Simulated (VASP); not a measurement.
**SiC: single point with LDA**

The system is SiC.

```xyz
2
Lattice="0.0000 2.1861 2.1490 2.1861 0.0000 2.1490 2.1861 2.1861 0.0000" Properties=species:S:1:pos:R:3 pbc="T T T"
Si    0.0000    0.0000    0.0000
C     1.0931    1.0931    1.0745
```

- Program: VASP 6.6.1
- Task: single point
- Functional: LDA
- Potentials or basis: VASP PAW LDA potentials, release 64 (Si, C)
- Cutoff: 600 eV
- k mesh: 10 × 10 × 10
- Occupations: gaussian, width 0.01 eV
- Spin: no spin polarisation

| Quantity | Value |
| --- | --- |
| Pressure | -2.6 GPa |
| Band gap on the k mesh | 1.12 eV (least direct gap 4.48 eV) |

Stress tensor (GPa, compression positive):
```
-4.05  0.00  0.00
 0.00 -4.05  0.00
 0.00  0.00  0.26
```

Levels at points of the mesh, in eV from the valence-band top:
```
           k point  band 2  band 3  band 4  band 5  band 6  band 7
(0.00, 0.00, 0.00)   -0.11   -0.11    0.00    6.30    7.14    7.18
(0.50, 0.00, 0.00)   -8.67   -1.23   -1.03    5.35    6.96    7.24
(0.50, 0.50, 0.00)   -7.77   -3.41   -3.41    1.12    3.94   13.79
(0.50, 0.00, 0.50)   -7.98   -3.23   -3.21    1.28    4.24   13.59
```

Run time: 7.4 s on 1 thread of Intel(R) Xeon(R) 6975P-C (Granite Rapids), with other jobs on the host, peak memory 0.14 GiB.

A k mesh can miss the band edges.
